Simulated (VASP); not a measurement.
# SrTiO3: electric field gradients with PBEsol

SrTiO3:

```
Sr Ti O
1.0
     3.85222    0.00000    0.00000
     0.00000    3.85222    0.00000
     0.00000    0.00000    3.85222
Sr Ti O
1 1 3
Direct
  0.00000 0.00000 0.00000
  0.50000 0.50000 0.50000
  0.00000 0.50000 0.50000
  0.50000 0.00000 0.50000
  0.50000 0.50000 0.00000
```

| Property | Result |
| --- | --- |
| Program | VASP 6.6.1 |
| Task | electric field gradients |
| Functional | PBEsol |
| Potentials or basis | VASP PAW PBE potentials, release 64 (Sr_sv, Ti_sv, O) |
| Cutoff | 520 eV |
| k mesh | 7 × 7 × 7 |
| Occupations | fermi-dirac, width 0.05 eV |
| Spin | no spin polarisation |
| Dipole correction | no |
| Further INCAR settings | ALGO = Normal; EDIFF = 1e-08; NBANDS = 28 |

```json
{
  "Pressure": "6.7 GPa",
  "Band gap on the k mesh": "1.94 eV (least direct gap 2.20 eV)",
  "Largest electric field gradient by atom": "Sr +0.0; Ti +0.0; O +5.2 V/Å²"
}
```

Levels at points of the mesh, in eV from the valence-band top:
| k point | band 16 | band 17 | band 18 | band 19 | band 20 | band 21 | band 22 | band 23 | band 24 | band 25 |
| --- | --- | --- | --- | --- | --- | --- | --- | --- | --- | --- |
| (0.00, 0.00, 0.00) | -1.19 | -1.19 | -0.26 | -0.26 | -0.26 | 1.94 | 1.94 | 1.94 | 4.69 | 4.69 |

Electric field gradients, principal values (V/Å²):
| atom | least | middle | greatest (by size) |
| --- | --- | --- | --- |
| 1 Sr | 0.000 | 0.000 | 0.000 |
| 2 Ti | 0.000 | 0.000 | 0.000 |
| 3 O | -2.578 | -2.578 | 5.156 |
| 4 O | -2.578 | -2.578 | 5.156 |
| 5 O | -2.578 | -2.578 | 5.156 |

It took 42 s on 1 thread of Intel(R) Xeon(R) Platinum 8259CL CPU @ 2.50GHz (Skylake/Cascade Lake), with other jobs on the host, peak memory 0.18 GiB.

Caveat: the cell stands under pressure; without QUAD_EFG the Cq values of the log hold for a quadrupole moment of 1 mb, not for the nuclei; the PAW data sets were made with another functional, which shifts forces and pressure a little; an odd mesh through Γ misses points on the zone boundary, where band edges can lie.
